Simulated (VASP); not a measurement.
# Ru (Im-3m) in VASP: notebook, part 2 of 2

VASP 6.6.1. Earlier steps stand in the parts before.

**3. Relaxation of cell and atoms, PBE, target pressure 250 GPa, at which the enthalpy is minimised**

INCAR reads:

```
  ALGO = Normal
  EDIFF = 1E-6
  EDIFFG = -0.005
  ENCUT = 600
  GGA = PE
  IBRION = 2
  ISIF = 3
  ISMEAR = -1
  LASPH = T
  LCHARG = F
  LREAL = F
  LWAVE = F
  NELM = 60
  NSW = 60
  PREC = Accurate
  PSTRESS = 2500.0
  SIGMA = 0.05
```

KPOINTS reads:

```
k-points
0
Gamma
  20 20 20
```

POSCAR reads:

```
Ru
1.0
   -1.3485287064      1.3485287064      1.3485287064
    1.3485287064     -1.3485287064      1.3485287064
    1.3485287064      1.3485287064     -1.3485287064
Ru
1
Direct
    0.0000000000      0.0000000000      0.0000000000
```

Potentials or basis: VASP PAW PBE potentials, release 64 (Ru_pv).

Command:

```console
cat potpaw_PBE.64/Ru_pv/POTCAR > POTCAR
mpirun -np 1 vasp_std > vasp.out
```

OUTCAR:

```text
EDIFF = 1E-6
   EDIFFG = -0.005
   ENCUT = 600
   GGA = PE
   IBRION = 2
   ISIF = 3
   ISMEAR = -1
   LASPH = T
   LREAL = F
   NELM = 60
   NSW = 60
   PREC = Accurate
   PSTRESS = 2500.0

 ion  position               nearest neighbor table
   1  0.000  0.000  0.000-

  LATTYP: Found a body centered cubic cell.
 ALAT       =     2.6970574128

  Lattice vectors:

 A1 = (  -1.3485287064,   1.3485287064,   1.3485287064)
 A2 = (   1.3485287064,  -1.3485287064,   1.3485287064)
 A3 = (   1.3485287064,   1.3485287064,  -1.3485287064)

Analysis of symmetry for initial positions (statically):
=====================================================================
 Subroutine PRICEL returns:
 Original cell was already a primitive cell.

 Routine SETGRP: Setting up the symmetry group for a
 body centered cubic supercell.

 Subroutine GETGRP returns: Found 48 space group operations
 (whereof 48 operations were pure point group operations)
 out of a pool of 48 trial point group operations.

The static configuration has the point symmetry O_h .

Analysis of symmetry for dynamics (positions and initial velocities):
=====================================================================
 Subroutine PRICEL returns:
 Original cell was already a primitive cell.

 Routine SETGRP: Setting up the symmetry group for a
 body centered cubic supercell.

 Subroutine GETGRP returns: Found 48 space group operations
 (whereof 48 operations were pure point group operations)
 out of a pool of 48 trial point group operations.

The dynamic configuration has the point symmetry O_h .

 Subroutine INISYM returns: Found 48 space group operations
 (whereof 48 operations are pure point group operations),
 and found     1 'primitive' translations

----------------------------------------------------------------------------------------

                                     Primitive cell

  volume of cell :       9.8094

  direct lattice vectors                    reciprocal lattice vectors
    -1.348528706  1.348528706  1.348528706     0.000000000  0.370774458  0.370774458
     1.348528706 -1.348528706  1.348528706     0.370774458  0.000000000  0.370774458
     1.348528706  1.348528706 -1.348528706     0.370774458  0.370774458  0.000000000

  length of vectors
     2.335720235  2.335720235  2.335720235     0.524354267  0.524354267  0.524354267

  position of ions in fractional coordinates (direct lattice)
     0.000000000  0.000000000  0.000000000

  ion indices of the primitive-cell ions
   primitive index   ion index
                 1           1

----------------------------------------------------------------------------------------

 KPOINTS: k-points

Automatic generation of k-mesh.
 Grid dimensions read from file:
 generate k-points for:   20   20   20

[... 43 lines left out ...]
  0.250000  0.100000 -0.000000     48.000000
 [... further k-points ...]
   k-points           NKPTS =    256   k-points in BZ     NKDIM =    256   number of bands    NBANDS=     11
   number of dos      NEDOS =    301   number of ions     NIONS =      1
   total plane-waves  NPLWV =   8000
   dimension x,y,z NGX =    20 NGY =   20 NGZ =   20
   dimension x,y,z NGXF=    40 NGYF=   40 NGZF=   40
   ions per type =               1
   NGX,Y,Z   is equivalent  to a cutoff of  14.24, 14.24, 14.24 a.u.
   NGXF,Y,Z  is equivalent  to a cutoff of  28.47, 28.47, 28.47 a.u.
 SYSTEM =  unknown system
   PREC   = accura    normal or accurate (medium, high low for compatibility)
   ISTART =      0    job   : 0-new  1-cont  2-samecut
   ICHARG =      2    charge: 1-file 2-atom 10-const
   ISPIN  =      1    spin polarized calculation?
   LNONCOLLINEAR =      F non collinear calculations
   LSORBIT =      F    spin-orbit coupling
   LASPH  =      T    aspherical Exc in radial PAW
   ENCUT  =  600.0 eV  44.10 Ry    6.64 a.u.   4.67  4.67  4.67*2*pi/ulx,y,z
   NELM   =     60;   NELMIN=  2; NELMDL= -5     # of ELM steps
   EDIFF  = 0.1E-05   stopping-criterion for ELM
   LREAL  =      F    real-space projection
   EDIFFG = -.5E-02   stopping-criterion for IOM
   NSW    =     60    number of steps for IOM
   IBRION =      2    ionic relax: 0-MD 1-quasi-New 2-CG
   NFREE  =      1    steps in history (QN), initial steepest desc. (CG)
   ISIF   =      3    stress and relaxation
   ISYM   =      2    0-nonsym 1-usesym 2-fastsym
   POTIM  = 0.5000    time-step for ionic-motion
   TEBEG  =    0.0;   TEEND  =   0.0 temperature during run
   PSTRESS= 2500.0 pullay stress
   NELECT =      14.0000    total number of electrons
   NUPDOWN=      -1.0000    fix difference up-down
   EMIN   =  10.00;   EMAX   =-10.00  energy-range for DOS
   EFERMI =   0.00;   METHOD = LEGACY
   ISMEAR =    -1;   SIGMA  =   0.05  broadening in eV -4-tet -1-fermi 0-gaus
   EFERMI_NEDOS =   21; number of points for ismear=-14 and -15
   IALGO  =     38    algorithm
   IMIX   =      4    mixing-type and parameters
     AMIX     =   0.40;   BMIX     =  1.00
     AMIX_MAG =   1.60;   BMIX_MAG =  1.00
  volume/ion in A,a.u.               =       9.81        66.20
  Fermi-wavevector in a.u.,A,eV,Ry     =   1.843192  3.483128 46.223860  3.397358
  Thomas-Fermi vector in A             =   2.894938
   LORBIT       =      0    0 simple, 1 ext, 2 COOP (PROOUT), +10 PAW based schemes
   GGA     = PE    functional components
   LHFCALC =     F    Hartree Fock is set to
   AEXX    =    0.0000 exact exchange contribution
   IVDW    =     0    specifies the selected vdW correction
   LEPSILON=     F    determine dielectric tensor
   LRPA    =     F    only Hartree local field effects (RPA)
 conjugate gradient relaxation of ions
 non-spin polarized calculation
  energy-cutoff  :      600.00
  volume of cell :        9.81
 maximum number of plane-waves:       370
   NGX =  9   NGY =  9   NGZ =  9

--------------------------------------- Ionic step        1  -------------------------------------------

 number of electron      14.0000002 magnetization

 Free energy of the ion-electron system (eV)
  ---------------------------------------------------
  ext. energy  EPLUGINS =         0.00000000
  ---------------------------------------------------
  free energy    TOTEN  =        -6.16287780 eV

  energy without entropy =       -6.15258283  energy(sigma->0) =       -6.15773031

------------------------ aborting loop because EDIFF is reached ----------------------------------------

  FORCE on cell =-STRESS in cart. coord.  units (eV):
  Direction    XX          YY          ZZ          XY          YZ          ZX
  --------------------------------------------------------------------------------------
  -------------------------------------------------------------------------------------
  Total       15.3633653     15.3633653     15.3633653     -0.0000000      0.0000000     -0.0000000
  in kB     2509.3218038   2509.3218038   2509.3218038     -0.0000000      0.0000000     -0.0000000
  external PRESSURE =       9.3218038 kB  Pullay stress =    2500.0000000 kB
[... 61 lines left out ...]
--------------------------------------- Ionic step        3  -------------------------------------------

 number of electron      14.0000002 magnetization

 Free energy of the ion-electron system (eV)
  ---------------------------------------------------
  ext. energy  EPLUGINS =         0.00000000
  ---------------------------------------------------
  free energy    TOTEN  =        -6.17429949 eV

  energy without entropy =       -6.16399547  energy(sigma->0) =       -6.16914748

 E-fermi :  19.9217     XC(G=0): -16.2156

 val. band max:       19.9179719833   @ k =   0.3000   0.1000   0.1000
 cond. band min:      19.9231101474   @ k =   0.2000   0.0500   0.0500
 fundamental gap:      0.0051381641
 Fermi energy:        19.9216972469

 k-point     1 :       0.0000    0.0000    0.0000
  band No.  band energies     occupation
      1     -22.6774      2.00000
      2     -22.6774      2.00000
      3     -22.6774      2.00000
      4       9.9899      2.00000
      5      15.3116      2.00000
      6      15.3116      2.00000
      7      15.3116      2.00000
      8      19.6249      1.99473
      9      19.6249      1.99473
     10      30.1422      0.00000
     11      36.8498      0.00000
[... 309 lines left out ...]
 k-point    24 :       0.2500    0.1000   -0.0000
  band No.  band energies     occupation
      1     -24.7144      2.00000
      2     -23.3362      2.00000
      3     -22.8076      2.00000
      4      11.8941      2.00000
      5      13.3745      2.00000
      6      16.2865      2.00000
      7      18.7813      2.00000
      8      20.4222      0.00009
      9      21.5030      0.00000
     10      30.1418      0.00000
     11      36.9679      0.00000

 [... further k-points ...]

------------------------ aborting loop because EDIFF is reached ----------------------------------------

  FORCE on cell =-STRESS in cart. coord.  units (eV):
  Direction    XX          YY          ZZ          XY          YZ          ZX
  --------------------------------------------------------------------------------------
  -------------------------------------------------------------------------------------
  Total       15.3180294     15.3180294     15.3180294     -0.0000000     -0.0000000     -0.0000000
  in kB     2500.0547577   2500.0547577   2500.0547577     -0.0000000     -0.0000000     -0.0000000
  external PRESSURE =       0.0547577 kB  Pullay stress =    2500.0000000 kB
[... 20 lines left out ...]
  energy  without entropy=       -6.1639954671  energy(sigma->0) =       -6.16914748

  enthalpy is  TOTEN    =         9.1433943716 eV   P V=       15.3176938654

 reached required accuracy - stopping structural energy minimisation
```

OSZICAR:

```text
N       E                     dE             d eps       ncg     rms          rms(c)
DAV:   1     0.112666276241E+03    0.11267E+03   -0.94671E+03  5672   0.159E+03
[... 21 lines left out ...]
DAV:   1    -0.618367114384E+01    0.10387E+00   -0.22637E-01  5797   0.757E+00    0.153E+00
DAV:   2    -0.617485822115E+01    0.88129E-02   -0.17302E-02  5827   0.186E+00    0.352E-01
DAV:   3    -0.617417411883E+01    0.68410E-03   -0.28086E-03  6103   0.718E-01    0.107E-01
DAV:   4    -0.617430018925E+01   -0.12607E-03   -0.10120E-04  6289   0.134E-01    0.127E-02
DAV:   5    -0.617430146327E+01   -0.12740E-05   -0.27593E-06  6107   0.217E-02    0.675E-03
DAV:   6    -0.617429934220E+01    0.21211E-05   -0.19306E-07  3005   0.560E-03    0.512E-04
DAV:   7    -0.617429949388E+01   -0.15169E-06   -0.14069E-08  2855   0.187E-03
   3 F= 0.91433944E+01 E0= 0.91485464E+01  d E =-.202136E-04
```

Wall time 1.9 min (1 thread of Intel Xeon 8259CL, shared host); peak memory 0.16 GiB.

Results:

```yaml
Free_energy: -6.1743 eV
Relaxed_volume: 9.82 Å³/atom
Relaxed_cell: a = 2.336 Å, b = 2.336 Å, c = 2.336 Å, α = 109.47°, β = 109.47°, γ = 109.47°
Space_group_after_relaxing_to_0.1_Å: Im-3m (No. 229)
Energy_change_on_relaxing_the_run_minimises_the_enthalpy: -11.4 meV/atom
Ionic_steps: 3
Pressure_after_relaxing: 250.0 GPa
Band_gap_on_the_k_mesh: zero (bands 7 and 8 overlap by 6.57 eV)
```

Step by step:
```tsv
step	energy change (eV)	largest force (eV/Å)	pressure (GPa)	volume (Å³)
1	0.0000	0.0000	250.93	9.81
2	-0.1247	0.0000	240.82	9.89
3	-0.0114	0.0000	250.01	9.82
```

Final structure:
```yaml
crystal:
  lattice:
    - [-1.34886, 1.34886, 1.34886]
    - [1.34886, -1.34886, 1.34886]
    - [1.34886, 1.34886, -1.34886]
  atoms:
    - { symbol: Ru, position: [0.00000, 0.00000, 0.00000] }
```

Caveat: the cell is relaxed towards a set pressure, so the run minimises the enthalpy, not the energy; an empty level that is flat over the whole mesh can mark a ghost state of the potentials, or a narrow d or f band.

**4. Relaxation of cell and atoms, PBE, target pressure 250 GPa, at which the enthalpy is minimised**

INCAR reads:

```
PREC = Accurate
ENCUT = 600
EDIFF = 1E-7
ISMEAR = -1
SIGMA = 0.05
LREAL = F
LASPH = T
NELM = 60
ALGO = Normal
ISIF = 3
LWAVE = F
LCHARG = F
GGA = PE
IBRION = 2
NSW = 32
EDIFFG = -0.005
PSTRESS = 2500.0
```

KPOINTS reads:

```
regular mesh
0
Gamma
  20 20 20
```

POSCAR reads:

```
Ru
1.0
   -1.3479271861      1.3479271861      1.3479271861
    1.3479271861     -1.3479271861      1.3479271861
    1.3479271861      1.3479271861     -1.3479271861
Ru
1
Direct
    0.0000000000      0.0000000000      0.0000000000
```

Command:

```console
cat potpaw_PBE.64/Ru_pv/POTCAR > POTCAR
mpirun -np 1 vasp_std > vasp.out
```

Wall time 1.9 min (1 thread of Intel Xeon 8259CL, shared host); peak memory 0.16 GiB.

Results (log left out):

```yaml
Free_energy: -6.1746 eV
Relaxed_volume: 9.82 Å³/atom
Relaxed_cell: a = 2.336 Å, b = 2.336 Å, c = 2.336 Å, α = 109.47°, β = 109.47°, γ = 109.47°
Space_group_after_relaxing_to_0.1_Å: Im-3m (No. 229)
Energy_change_on_relaxing_the_run_minimises_the_enthalpy: -32.4 meV/atom
Ionic_steps: 3
Pressure_after_relaxing: 250.0 GPa
Band_gap_on_the_k_mesh: zero (bands 7 and 8 overlap by 6.57 eV)
```

The path:
```tsv
step	energy change (eV)	largest force (eV/Å)	pressure (GPa)	volume (Å³)
1	0.0000	0.0000	252.60	9.80
2	-0.3379	0.0000	225.10	10.02
3	-0.0324	0.0000	249.98	9.82
```

Final structure:
```xyz
1
Lattice="-1.3489 1.3489 1.3489 1.3489 -1.3489 1.3489 1.3489 1.3489 -1.3489" Properties=species:S:1:pos:R:3 pbc="T T T"
Ru    0.0000    0.0000    0.0000
```

Levels at points of the mesh, in eV from the Fermi level:
```
           k point  band 4  band 5  band 6  band 7  band 8  band 9  band 10  band 11
(0.00, 0.00, 0.00)   -9.93   -4.61   -4.61   -4.61   -0.30   -0.30    10.22    16.93
(0.50, 0.00, 0.00)   -9.61   -7.52   -0.09    0.70    2.15    4.31    10.22    13.66
(0.50, 0.50, 0.50)  -10.42  -10.42    3.17    3.17    3.17   10.22    11.91    11.91
```

Caveat: the cell is relaxed towards a set pressure, so the run minimises the enthalpy, not the energy; an empty level that is flat over the whole mesh can mark a ghost state of the potentials, or a narrow d or f band.

**5. Overview**

| task | cell | cutoff (eV) | gap on the mesh (eV) | pressure (GPa) |
| --- | --- | --- | --- | --- |
| single point | a = 2.335 Å, angles 109.5°, 1 atom | 520 | none | 252.6 |
| relaxation of cell and atoms | relaxed to 250 GPa from a = 2.336 Å, angles 109.5°, 1 atom | 600 | none | 250.0 |
| relaxation of cell and atoms | relaxed to 250 GPa from a = 2.335 Å, angles 109.5°, 1 atom | 600 | none | 250.0 |

Alike in all rows: level PBE; potentials or basis VASP PAW PBE potentials, release 64 (Ru_pv); no spin polarisation; k mesh 20 × 20 × 20; smearing fermi-dirac 0.05 eV.

Caveats: the cell is relaxed towards a set pressure, so the run minimises the enthalpy, not the energy (at least some runs); an empty level that is flat over the whole mesh can mark a ghost state of the potentials, or a narrow d or f band (at least some runs); the cell stands under pressure (at least some runs).

Total energies depend on the potentials used, so only differences within one code and one set of settings carry meaning.
